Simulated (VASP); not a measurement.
A run of VASP 6.6.1:

The input INCAR:

```
  PREC = Accurate
  ENCUT = 520
  EDIFF = 1E-7
  ISMEAR = -1
  SIGMA = 0.1
  LREAL = False
  LASPH = True
  NELM = 100
  ALGO = Normal
  ISIF = 2
  LWAVE = False
  LCHARG = False
  GGA = PE
  NBANDS = 28
```

The input KPOINTS:

```
Automatic mesh
0
Gamma
  9 9 3
```

POSCAR

```
Ba
1.0
    4.4921103160      0.0000000000      0.0000000000
   -2.2460551580      3.8902816502      0.0000000000
    0.0000000000      0.0000000000     14.6712345366
Ba
4
Direct
    0.0000000000      1.0000000000      0.0000000000
    0.0000000000      1.0000000000      0.5000000000
    0.3333333333      0.6666666667      0.2500000000
    0.6666666667      0.3333333333      0.7500000000
```

Potentials or basis: VASP PAW PBE potentials, release 64 (Ba_sv).

The run is started by

```console
$ cat potpaw_PBE.64/Ba_sv/POTCAR > POTCAR
$ mpirun -np 1 vasp_std > vasp.out
```

Hardware: 1 thread of AMD EPYC 7R13 Processor (Zen 3), with other jobs on the host.

Problem. Estimate the wall time of this run.

Solution. It took 2.4 min on 1 thread of AMD EPYC 7R13 Processor (Zen 3), with other jobs on the host, peak memory 0.39 GiB. Counts: scf iterations 14, k points 24.
